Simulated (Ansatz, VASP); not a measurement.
SnSe: VASP beside Ansatz

Contents of INCAR:

```
ALGO = Normal
EDIFF = 1E-6
ENCUT = 500
GGA = PS
GGA_COMPAT = F
ISIF = 2
ISMEAR = 0
LASPH = T
LCHARG = T
LELF = T
LREAL = F
LVHAR = T
LWAVE = F
NBANDS = 28
NELM = 120
PREC = Accurate
SIGMA = 0.01
```

File KPOINTS:

```
k-points
0
Gamma
  4 4 4
```

Contents of POSCAR:

```
SnSe
1.0
    4.2193393516      0.0000000000      0.0000000000
    0.0000000000      4.2193393516      0.0000000000
    0.0000000000      0.0000000000      5.9930255593
Sn Se
2 2
Direct
    0.5000000000      0.0000000000      0.2500915766
    0.0000000000      0.5000000000      0.7499084234
    0.5000000000      0.0000000000      0.7498972969
    0.0000000000      0.5000000000      0.2501027031
```

Input for Ansatz:

```yaml
crystal:
  lattice:
    - [4.2193393516, 0.0, 0.0]
    - [0.0, 4.2193393516, 0.0]
    - [0.0, 0.0, 5.9930255593]
  atoms:
    - { symbol: Sn, position: [0.5, 0.0, 0.2500915766] }
    - { symbol: Sn, position: [0.0, 0.5, 0.7499084234] }
    - { symbol: Se, position: [0.5, 0.0, 0.7498972969] }
    - { symbol: Se, position: [0.0, 0.5, 0.2501027031] }
kpoints:
  mp_grid: { grid: [4, 4, 4] }
hamiltonian:
  xc: pbesol
scf:
  occupations: { method: fixed }
  n_extra_bands: 5
output:
  forces: true
  stress: true
  eigenvalues: true
```

Alike in both runs: task single point; functional PBEsol; k mesh 4 × 4 × 4; no spin polarisation.

|  | VASP | Ansatz |
| --- | --- | --- |
| version | VASP 6.6.1 | Ansatz 0.2.0 |
| potentials or method | VASP PAW PBE potentials, release 64 (Sn_d, Se) | plane waves |
| plane-wave cutoff (eV) | 500 | 420 |
| occupations | gaussian, width 0.01 eV | fixed |
| valence electrons in the cell | 40 | 60 |

```csv
,VASP,Ansatz,Ansatz less VASP
gap on the k mesh at the Fermi level (eV),0.73,0.73,-0.001
pressure (GPa),-1.4,-1.4,-0.02
"traceless stress, the component that is largest in VASP (GPa)",-0.40,-0.40,+0.002
```

VASP's potentials were made for PBE, not for PBEsol. VASP's potentials hold 40 valence electrons a cell and Ansatz's 60, so a difference there can come from the potentials and not from the codes.
